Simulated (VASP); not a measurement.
# TiAl3 (P4/mmm) in VASP: further runs

TiAl3 is run at these levels: PBEsol; tasks: single point.

Everything below comes from runs of VASP 6.6.1. Logs are shortened: lines on timing, memory, paths and dates and some standing lists are left out, and cuts for length are marked.

## Step 1: The cell of the first run

The structure is tetragonal, space group P4/mmm (No. 123). Conventional cell: a = 4.106 Å, b = 4.106 Å, c = 3.841 Å, α = 90.00°, β = 90.00°, γ = 90.00°. Ti (site symmetry 4/mmm) has 12 Al at 2.81 to 2.90 Å and 2 Ti at 3.84 Å within 3.9 Å. Al (site symmetry 4/mmm) has 10 Al at 2.81 to 3.84 Å and 4 Ti at 2.90 Å within 3.9 Å. Al (site symmetry mmm) has 4 Ti at 2.81 Å and 10 Al at 2.81 to 3.84 Å within 3.9 Å.

## Step 2: Single point, PBEsol (biaxial strain in the a-b plane: +4.0 %, then relaxed in part)

File INCAR:

```
SYSTEM = TiAl3
PREC = Accurate ; ENCUT = 520
EDIFF = 1E-6 ; ISMEAR = 0
SIGMA = 0.1 ; LREAL = .False.
LASPH = .True. ; NELM = 80
ALGO = Fast ; ISIF = 2
LWAVE = .False. ; LCHARG = .True.
GGA = PS ; LELF = .True.
LVHAR = .True. ; NBANDS = 18
```

File KPOINTS:

```
regular mesh
0
Gamma
  14 14 14
  0 0 0
```

File POSCAR:

```
TiAl3
1.0
    4.1062786033      0.0000000000      0.0000000000
    0.0000000000      4.1062786033      0.0000000000
    0.0000000000      0.0000000000      3.8410348808
Ti Al
1 3
Direct
    0.0000000000      0.0000000000      0.0000000000
    0.5000000000      0.5000000000      0.0000000000
    0.5000000000      0.0000000000      0.5000000000
    0.0000000000      0.5000000000      0.5000000000
```

Potentials or basis: VASP PAW PBE potentials, release 64 (Ti_sv, Al).

The run is started by

```bash
> cat potpaw_PBE.64/Ti_sv/POTCAR potpaw_PBE.64/Al/POTCAR > POTCAR
> mpirun -np 1 vasp_std > vasp.out
```

OUTCAR:

```text
SYSTEM = TiAl3
   PREC = Accurate
   ENCUT = 520
   EDIFF = 1E-6
   ISMEAR = 0
   LREAL = .False.
   LASPH = .True.
   NELM = 80
   ISIF = 2
   GGA = PS

 ion  position               nearest neighbor table
   1  0.000  0.000  0.000-   3 2.81   4 2.81   3 2.81   4 2.81   4 2.81   4 2.81   3 2.81   3 2.81
                             2 2.90   2 2.90   2 2.90   2 2.90
   2  0.500  0.500  0.000-   3 2.81   4 2.81   3 2.81   4 2.81   3 2.81   3 2.81   4 2.81   4 2.81
                             1 2.90   1 2.90   1 2.90   1 2.90
   3  0.500  0.000  0.500-   1 2.81   2 2.81   1 2.81   2 2.81   2 2.81   2 2.81   1 2.81   1 2.81
                             4 2.90   4 2.90   4 2.90   4 2.90
   4  0.000  0.500  0.500-   1 2.81   2 2.81   1 2.81   2 2.81   1 2.81   1 2.81   2 2.81   2 2.81
                             3 2.90   3 2.90   3 2.90   3 2.90

  LATTYP: Found a simple tetragonal cell.
 ALAT       =     4.1062786033
 C/A-ratio  =     0.9354053273

  Lattice vectors:

 A1 = (   4.1062786033,   0.0000000000,   0.0000000000)
 A2 = (   0.0000000000,   4.1062786033,   0.0000000000)
 A3 = (   0.0000000000,   0.0000000000,   3.8410348808)

Analysis of symmetry for initial positions (statically):
=====================================================================
 Subroutine PRICEL returns:
 Original cell was already a primitive cell.

 Routine SETGRP: Setting up the symmetry group for a
 simple tetragonal supercell.

 Subroutine GETGRP returns: Found 16 space group operations
 (whereof 16 operations were pure point group operations)
 out of a pool of 16 trial point group operations.

The static configuration has the point symmetry D_4h.

Analysis of symmetry for dynamics (positions and initial velocities):
=====================================================================
 Subroutine PRICEL returns:
 Original cell was already a primitive cell.

 Routine SETGRP: Setting up the symmetry group for a
 simple tetragonal supercell.

 Subroutine GETGRP returns: Found 16 space group operations
 (whereof 16 operations were pure point group operations)
 out of a pool of 16 trial point group operations.

The dynamic configuration has the point symmetry D_4h.

 Subroutine INISYM returns: Found 16 space group operations
 (whereof 16 operations are pure point group operations),
 and found     1 'primitive' translations

----------------------------------------------------------------------------------------

                                     Primitive cell

  volume of cell :      64.7657

  direct lattice vectors                    reciprocal lattice vectors
     4.106278603  0.000000000  0.000000000     0.243529506  0.000000000  0.000000000
     0.000000000  4.106278603  0.000000000     0.000000000  0.243529506  0.000000000
     0.000000000  0.000000000  3.841034881     0.000000000  0.000000000  0.260346503

  length of vectors
     4.106278603  4.106278603  3.841034881     0.243529506  0.243529506  0.260346503

  position of ions in fractional coordinates (direct lattice)
     0.000000000  0.000000000  0.000000000
     0.500000000  0.500000000  0.000000000
     0.500000000  0.000000000  0.500000000
     0.000000000  0.500000000  0.500000000

  ion indices of the primitive-cell ions
   primitive index   ion index
                 1           1
                 2           2
                 3           3
                 4           4

----------------------------------------------------------------------------------------

 KPOINTS: regular mesh

Automatic generation of k-mesh.
 Grid dimensions read from file:
 generate k-points for:   14   14   14

 Generating k-lattice:

  Cartesian coordinates                     Fractional coordinates (reciprocal lattice)
     0.017394965  0.000000000  0.000000000     0.071428571  0.000000000  0.000000000
     0.000000000  0.017394965  0.000000000     0.000000000  0.071428571  0.000000000
     0.000000000  0.000000000  0.018596179     0.000000000  0.000000000  0.071428571

  Length of vectors
     0.017394965  0.017394965  0.018596179

  Shift w.r.t. Gamma in fractional coordinates (k-lattice)
     0.000000000  0.000000000  0.000000000

 Subroutine IBZKPT returns following result:
 ===========================================

 Found    288 irreducible k-points:

 Following reciprocal coordinates:
            Coordinates               Weight
  0.000000  0.000000  0.000000      1.000000
  0.071429  0.000000  0.000000      4.000000
  0.142857  0.000000  0.000000      4.000000
  0.214286  0.000000  0.000000      4.000000
  0.285714  0.000000  0.000000      4.000000
  0.357143  0.000000  0.000000      4.000000
[... 16 lines left out ...]
  0.285714  0.214286  0.000000      8.000000
  0.357143  0.214286  0.000000      8.000000
 [... further k-points ...]
   k-points           NKPTS =    288   k-points in BZ     NKDIM =    288   number of bands    NBANDS=     18
   number of dos      NEDOS =    301   number of ions     NIONS =      4
   total plane-waves  NPLWV =  30720
   dimension x,y,z NGX =    32 NGY =   32 NGZ =   30
   dimension x,y,z NGXF=    64 NGYF=   64 NGZF=   60
   ions per type =               1   3
   NGX,Y,Z   is equivalent  to a cutoff of  12.96, 12.96, 12.98 a.u.
   NGXF,Y,Z  is equivalent  to a cutoff of  25.91, 25.91, 25.97 a.u.
 SYSTEM =  TiAl3
   PREC   = accura    normal or accurate (medium, high low for compatibility)
   ISTART =      0    job   : 0-new  1-cont  2-samecut
   ICHARG =      2    charge: 1-file 2-atom 10-const
   ISPIN  =      1    spin polarized calculation?
   LNONCOLLINEAR =      F non collinear calculations
   LSORBIT =      F    spin-orbit coupling
   LASPH  =      T    aspherical Exc in radial PAW
   ENCUT  =  520.0 eV  38.22 Ry    6.18 a.u.   7.63  7.63  7.14*2*pi/ulx,y,z
   NELM   =     80;   NELMIN=  2; NELMDL= -5     # of ELM steps
   EDIFF  = 0.1E-05   stopping-criterion for ELM
   LREAL  =      F    real-space projection
   EDIFFG = 0.1E-04   stopping-criterion for IOM
   NSW    =      0    number of steps for IOM
   IBRION =     -1    ionic relax: 0-MD 1-quasi-New 2-CG
   NFREE  =      0    steps in history (QN), initial steepest desc. (CG)
   ISIF   =      2    stress and relaxation
   ISYM   =      2    0-nonsym 1-usesym 2-fastsym
   POTIM  = 0.5000    time-step for ionic-motion
   TEBEG  =    0.0;   TEEND  =   0.0 temperature during run
   PSTRESS=    0.0 pullay stress
   NELECT =      21.0000    total number of electrons
   NUPDOWN=      -1.0000    fix difference up-down
   EMIN   =  10.00;   EMAX   =-10.00  energy-range for DOS
   EFERMI =   0.00;   METHOD = LEGACY
   ISMEAR =     0;   SIGMA  =   0.10  broadening in eV -4-tet -1-fermi 0-gaus
   EFERMI_NEDOS =   21; number of points for ismear=-14 and -15
   IALGO  =     68    algorithm
   IMIX   =      4    mixing-type and parameters
     AMIX     =   0.40;   BMIX     =  1.00
     AMIX_MAG =   1.60;   BMIX_MAG =  1.00
  volume/ion in A,a.u.               =      16.19       109.27
  Fermi-wavevector in a.u.,A,eV,Ry     =   1.124690  2.125356 17.210390  1.264928
  Thomas-Fermi vector in A             =   2.261363
   LORBIT       =      0    0 simple, 1 ext, 2 COOP (PROOUT), +10 PAW based schemes
   GGA     = PS    functional components
   LHFCALC =     F    Hartree Fock is set to
   AEXX    =    0.0000 exact exchange contribution
   IVDW    =     0    specifies the selected vdW correction
   LEPSILON=     F    determine dielectric tensor
   LRPA    =     F    only Hartree local field effects (RPA)
 non-spin polarized calculation
 RMM-DIIS sequential band-by-band and
 Gauss-broadening in eV      SIGMA  =   0.10
  energy-cutoff  :      520.00
  volume of cell :       64.77
 maximum number of plane-waves:      1770
 NGX is ok and might be reduce to    32
   NGX = 15   NGY = 15   NGZ = 15

 number of electron      21.0000006 magnetization

 Free energy of the ion-electron system (eV)
  ---------------------------------------------------
  ext. energy  EPLUGINS =         0.00000000
  ---------------------------------------------------
  free energy    TOTEN  =       -22.00917769 eV

  energy without entropy =      -21.99732603  energy(sigma->0) =      -22.00325186

 E-fermi :   8.5308     XC(G=0): -10.7326

 val. band max:        8.5278867855   @ k =   0.1429   0.1429   0.0000
 cond. band min:       8.5313653474   @ k =   0.0714   0.0000   0.4286
 fundamental gap:      0.0034785619
 Fermi energy:         8.5307857998

 k-point     1 :       0.0000    0.0000    0.0000
  band No.  band energies     occupation
      1     -48.2732      2.00000
      2     -24.6809      2.00000
      3     -24.6809      2.00000
      4     -24.6374      2.00000
      5      -1.9939      2.00000
      6       5.2284      2.00000
[... 10 lines left out ...]
     17      13.8435      0.00000
     18      13.8445      0.00000

 k-point     2 :       0.0714    0.0000    0.0000
  band No.  band energies     occupation
      1     -48.2732      2.00000
      2     -24.6816      2.00000
      3     -24.6809      2.00000
      4     -24.6373      2.00000
      5      -1.9481      2.00000
      6       4.8460      2.00000
[... 10 lines left out ...]
     17      13.7122      0.00000
     18      13.9047      0.00000

 k-point     3 :       0.1429    0.0000    0.0000
  band No.  band energies     occupation
      1     -48.2731      2.00000
      2     -24.6834      2.00000
      3     -24.6808      2.00000
      4     -24.6372      2.00000
      5      -1.8112      2.00000
      6       4.0802      2.00000
[... 10 lines left out ...]
     17      13.3356      0.00000
     18      13.9488      0.00000

 k-point     4 :       0.2143    0.0000    0.0000
  band No.  band energies     occupation
      1     -48.2730      2.00000
      2     -24.6860      2.00000
      3     -24.6806      2.00000
      4     -24.6370      2.00000
      5      -1.5854      2.00000
      6       3.2535      2.00000
[... 375 lines left out ...]
      4     -24.6367      2.00000
      5      -1.1860      2.00000
      6       3.4310      2.00000
[... 10 lines left out ...]
     17      13.1094      0.00000
     18      13.2743      0.00000

 k-point    23 :       0.2857    0.2143    0.0000
  band No.  band energies     occupation
      1     -48.2727      2.00000
      2     -24.6885      2.00000
      3     -24.6853      2.00000
      4     -24.6365      2.00000
      5      -0.8827      2.00000
      6       2.7826      2.00000
[... 10 lines left out ...]
     17      12.7498      0.00000
     18      13.8823      0.00000

 k-point    24 :       0.3571    0.2143    0.0000
  band No.  band energies     occupation
      1     -48.2726      2.00000
      2     -24.6910      2.00000
      3     -24.6851      2.00000
      4     -24.6364      2.00000
      5      -0.5068      2.00000
      6       2.0541      2.00000
[... 10 lines left out ...]
     17      12.7848      0.00000
     18      13.7975      0.00000

 [... further k-points ...]
[... 5 lines left out ...]
  --------------------------------------------------------------------------------------
  -------------------------------------------------------------------------------------
  Total       -2.9398452     -2.9398452      0.0129013      0.0000000      0.0000000      0.0000000
  in kB      -72.7260441    -72.7260441      0.3191518      0.0000000      0.0000000      0.0000000
  external PRESSURE =     -48.3776454 kB  Pullay stress =       0.0000000 kB

 VOLUME and BASIS-vectors are now :
 -----------------------------------------------------------------------------
  energy-cutoff  :      520.00
  volume of cell :       64.77
      direct lattice vectors                 reciprocal lattice vectors
     4.106278603  0.000000000  0.000000000     0.243529506  0.000000000  0.000000000
     0.000000000  4.106278603  0.000000000     0.000000000  0.243529506  0.000000000
     0.000000000  0.000000000  3.841034881     0.000000000  0.000000000  0.260346503

 POSITION                                       TOTAL-FORCE (eV/Angst)
 -----------------------------------------------------------------------------------
      0.00000      0.00000      0.00000         0.000000      0.000000      0.000000
      2.05314      2.05314      0.00000         0.000000      0.000000      0.000000
      2.05314      0.00000      1.92052         0.000000      0.000000      0.000000
      0.00000      2.05314      1.92052         0.000000      0.000000      0.000000
 -----------------------------------------------------------------------------------
    total drift:                                0.000000      0.000000      0.000000

  FREE ENERGIE OF THE ION-ELECTRON SYSTEM (eV)
  ---------------------------------------------------
  free  energy   TOTEN  =       -22.0091776894 eV

  energy  without entropy=      -21.9973260305  energy(sigma->0) =      -22.00325186
```

It took 5.7 min on 1 thread of AMD EPYC 9R45 (Zen 5), shared host; peak memory 0.39 GiB.

Results:

* Free energy: -22.0092 eV
* Pressure: -4.8 GPa
* Band gap on the k mesh: zero (an odd number of electrons rules out a gap without spin polarisation)

Stress tensor (GPa, compression positive):
```
-7.27  0.00  0.00
 0.00 -7.27  0.00
 0.00  0.00  0.03
```

Levels at points of the mesh, in eV from the Fermi level:
```
           k point  band 7  band 8  band 9  band 10  band 11  band 12  band 13  band 14
(0.00, 0.00, 0.00)   -2.72   -2.41   -2.41    -1.39     0.06     0.25     0.25     0.73
(0.50, 0.00, 0.00)   -2.40   -2.01   -1.70     0.40     0.44     0.53     0.69     1.34
(0.50, 0.50, 0.00)   -6.21   -4.90   -0.90    -0.90     0.67     0.89     0.94     1.61
(0.00, 0.00, 0.50)   -2.30   -2.30   -2.17     0.38     0.52     0.52     0.88     0.98
(0.50, 0.00, 0.50)   -5.80   -4.86   -1.39    -1.21     0.43     0.76     0.94     1.34
(0.50, 0.50, 0.50)   -4.98   -4.77   -3.47    -3.47    -3.21     0.08     0.99     1.39
```

Caveat: the cell differs from its parent crystal (biaxial strain in the a-b plane: +4.0 %, then relaxed in part); the stress differs along the axes, from -7 to 0 GPa; the PAW data sets were made with another functional, which shifts forces and pressure a little.

## Step 3: Single point, PBEsol (biaxial strain in the a-b plane: +4.0 %)

File INCAR:

```
  ALGO = Fast
  EDIFF = 1E-7
  ENCUT = 520
  GGA = PS
  ISIF = 2
  ISMEAR = 0
  LASPH = T
  LCHARG = F
  LREAL = F
  LWAVE = F
  NBANDS = 18
  NELM = 80
  PREC = Accurate
  SIGMA = 0.1
```

File KPOINTS:

```
k-points
0
Gamma
  14 14 14
```

POSCAR: that of step 2 with these lines changed.

```diff
@@ -4,3 +4,3 @@
     0.0000000000      4.1062786033      0.0000000000
-    0.0000000000      0.0000000000      3.8410348808
+    0.0000000000      0.0000000000      3.8535845354
 Ti Al
```

Potentials or basis: VASP PAW PBE potentials, release 64 (Ti_sv, Al).

The run is started by

```bash
> cat potpaw_PBE.64/Ti_sv/POTCAR potpaw_PBE.64/Al/POTCAR > POTCAR
> mpirun -np 1 vasp_std > vasp.out
```

It took 7.2 min on 1 thread of AMD EPYC 9R45 (Zen 5), shared host; peak memory 0.39 GiB.

It converged, with:

```
Free energy            : -22.0089 eV
Pressure               : -5.1 GPa
Band gap on the k mesh : zero (an odd number of electrons rules out a gap without spin polarisation)
```

Stress tensor (GPa, compression positive):
```
-7.44  0.00  0.00
 0.00 -7.44  0.00
 0.00  0.00 -0.51
```

Levels at points of the mesh, in eV from the Fermi level:
```tsv
k point	band 6	band 7	band 8	band 9	band 10	band 11	band 12	band 13	band 14	band 15
(0.00, 0.00, 0.00)	-3.28	-2.73	-2.39	-2.39	-1.43	0.07	0.25	0.25	0.73	3.67
(0.50, 0.00, 0.00)	-7.84	-2.38	-2.01	-1.72	0.41	0.43	0.55	0.70	1.30	1.81
(0.50, 0.50, 0.00)	-6.20	-6.20	-4.89	-0.91	-0.91	0.67	0.89	0.92	1.58	4.00
(0.00, 0.00, 0.50)	-7.64	-2.29	-2.29	-2.16	0.37	0.53	0.53	0.87	0.98	1.25
(0.50, 0.00, 0.50)	-5.95	-5.81	-4.85	-1.38	-1.20	0.44	0.76	0.94	1.32	3.07
(0.50, 0.50, 0.50)	-5.02	-4.97	-4.76	-3.47	-3.47	-3.21	0.08	0.99	1.36	2.49
```

Caveat: the cell differs from its parent crystal (biaxial strain in the a-b plane: +4.0 %); the stress differs along the axes, from -7 to -1 GPa; the PAW data sets were made with another functional, which shifts forces and pressure a little.
